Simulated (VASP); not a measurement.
Wanted: the native input for a VASP 6.6.1 run.

- Task: single point
- Functional: PBE
- Potentials or basis: VASP PAW PBE potentials, release 64 (C, O)
- Cutoff: 520 eV
- k mesh: 9 × 9 × 5
- Occupations: fermi-dirac, width 0.01 eV
- Spin: no spin polarisation
- Dipole correction: no
- Further INCAR settings: ALGO = Normal; EDIFF = 1e-07; NBANDS = 25

The structure of CO2 lies in POSCAR:

```
CO2
1.0
    2.6359112300     -2.3873781200      0.0000000000
    2.6359112300      2.3873781200      0.0000000000
    0.0000000000      0.0000000000      6.5871749100
C O
2 4
Direct
    0.0000000000      0.0000000000      0.0000000000
    0.5000000000      0.5000000000      0.5000000000
    0.8053605933      0.1946394067      0.8926152722
    0.1946394067      0.8053605933      0.1073847278
    0.6946394067      0.3053605933      0.3926152722
    0.3053605933      0.6946394067      0.6073847278
```

One way to write it, as run:

INCAR

```
ALGO = Normal
EDIFF = 1E-7
ENCUT = 520
GGA = PE
ISIF = 2
ISMEAR = -1
LASPH = T
LCHARG = F
LREAL = F
LWAVE = F
NBANDS = 25
NELM = 60
PREC = Accurate
SIGMA = 0.01
```

KPOINTS

```
k-points
0
Gamma
  9 9 5
```

Potentials or basis: VASP PAW PBE potentials, release 64 (C, O).

Launch:

```bash
$ cat potpaw_PBE.64/C/POTCAR potpaw_PBE.64/O/POTCAR > POTCAR
$ mpirun -np 1 vasp_std > vasp.out
```

Results of the run:

The pressure is 3.9 GPa. The largest force is 0.650 eV/Å and the band gap on the k mesh is 6.62 eV (least direct gap 7.16 eV).

Caveat: the cell stands under pressure; this functional lacks dispersion, which holds the molecules together, so the pressure and a relaxed volume are unreliable; an odd mesh through Γ misses points on the zone boundary, where band edges can lie.

It took 55 s on 1 thread of Intel(R) Xeon(R) 6975P-C (Granite Rapids), on a shared host, peak memory 0.25 GiB.
